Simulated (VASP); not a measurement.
Wanted: the native input for a VASP 6.6.1 run.

```
Task                            : G0W0 quasiparticle levels
Functional                      : PBE
Potentials or basis             : VASP PAW PBE potentials, release 64 (Mo_sv_GW, S_GW)
Cutoff                          : 500 eV
k mesh                          : 6 × 6 × 2
Occupations                     : gaussian, width 0.01 eV
Spin                            : no spin polarisation
Dipole correction               : no
GW scheme                       : G0W0
GW iterations                   : 1
Cutoff of the response function : 140
Frequency points                : 96
Empty bands                     : 223
Further INCAR settings          : ALGO = EVGW0; EDIFF = 1e-08; NBANDS = 236
```

The system is MoS2.

```
Mo S
1.0
     3.17105    0.00000    0.00000
    -1.58553    2.74621    0.00000
     0.00000    0.00000    6.80969
Mo S
1 2
Direct
  0.00000 0.00000 0.00000
  0.33333 0.66667 0.22857
  0.33333 0.66667 0.77143
```

One way to write it, as run:

POSCAR

```
MoS2
1.0
    3.1710519965      0.0000000000      0.0000000000
   -1.5855259982      2.7462115857      0.0000000000
    0.0000000000      0.0000000000      6.8096889090
Mo S
1 2
Direct
    0.0000000000      0.0000000000      0.0000000000
    0.3333333333      0.6666666667      0.2285702679
    0.3333333333      0.6666666667      0.7714297321
```

INCAR.step1

```
PREC = Accurate ; ENCUT = 500
EDIFF = 1E-8 ; ISMEAR = 0
SIGMA = 0.01 ; LREAL = F
LASPH = T ; NELM = 80
ALGO = Normal ; LWAVE = T
LCHARG = F ; GGA = PE
```

INCAR.step2

```
PREC = Accurate ; ENCUT = 500
EDIFF = 1E-8 ; ISMEAR = 0
SIGMA = 0.01 ; LREAL = F
LASPH = T ; NELM = 1
ALGO = Exact ; LWAVE = T
LCHARG = F ; GGA = PE
NBANDS = 236 ; LOPTICS = T
ISTART = 1
```

INCAR.step3

```
PREC = Accurate ; ENCUT = 500
EDIFF = 1E-8 ; ISMEAR = 0
SIGMA = 0.01 ; LREAL = F
LASPH = T ; ALGO = EVGW0
LWAVE = F ; LCHARG = F
GGA = PE ; NELMGW = 1
NBANDS = 236 ; ENCUTGW = 140.0
NOMEGA = 96 ; PRECFOCK = Fast
ISTART = 1 ; NBANDSGW = 21
OMEGAMAX = 20
```

KPOINTS

```
regular mesh
0
Gamma
  6 6 2
```

Potentials or basis: VASP PAW PBE potentials, release 64 (Mo_sv_GW, S_GW).

The run is started by

```console
$ cat potpaw_PBE.64/Mo_sv_GW/POTCAR potpaw_PBE.64/S_GW/POTCAR > POTCAR
$ cp INCAR.step1 INCAR
$ mpirun -np 1 vasp_std > vasp.out
$ cp INCAR.step2 INCAR
$ mpirun -np 1 vasp_std > vasp.out
$ cp INCAR.step3 INCAR
$ mpirun -np 1 vasp_std > vasp.out
```

It gave:

```json
{"Quasiparticle gap": "1.72 eV", "Least direct quasiparticle gap": "2.19 eV", "Band gap of the starting levels on the mesh": "1.27 eV", "Least direct gap of the starting levels on the mesh": "1.68 eV"}
```

Caveat: the k points lie up to 0.46 Å⁻¹ apart; bands, screening cutoff and mesh are small and nothing is extrapolated, so the quasiparticle values aren't converged.

It took 37 min on 1 thread of AMD EPYC 9R14 (Zen 4), on a shared host, peak memory 0.84 GiB.
